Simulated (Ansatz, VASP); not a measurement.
**CuO: VASP beside Ansatz**

```
Cu O
1.0
     1.97735   -1.97830    0.17111
     1.97735    1.97830    0.17111
    -0.38336    0.00000    5.39204
Cu O
2 2
Direct
  0.00000 0.50000 0.00000
  0.50000 0.00000 0.50000
  0.50008 0.49992 0.25000
  0.49992 0.50008 0.75000
```

Change from the starting cell: strain -0.050 along x and y, +0.050 along z, atoms carried along.

Alike in both runs: task single point; functional PBE; k mesh 16 × 16 × 10; occupations gaussian, width 0.15 eV; no spin polarisation.

```csv
,VASP,Ansatz
version,VASP 6.6.1,Ansatz 0.2.0
potentials or method,"VASP PAW PBE potentials, release 64 (Cu, O), cutoff 520 eV","scalar-relativistic, plane waves, PAW"
valence electrons in the cell,34,50
```

|  | VASP | Ansatz | Ansatz less VASP |
| --- | --- | --- | --- |
| gap on the k mesh at the Fermi level (eV) | none | none | - |
| pressure (GPa) | 5.1 | 4.4 | -0.70 |
| traceless stress, the component that is largest in VASP (GPa) | -7.96 | -8.34 | -0.382 |
| rms of the force components (eV/Å) | 0.038 | 0.035 | -0.0029 |

Atom by atom the forces differ by 0.003 eV/Å (rms over components). A gap of «none» marks a metal or a gap that the smearing closes. VASP's potentials hold 34 valence electrons a cell and Ansatz's 50, so a difference there can come from the potentials and not from the codes.
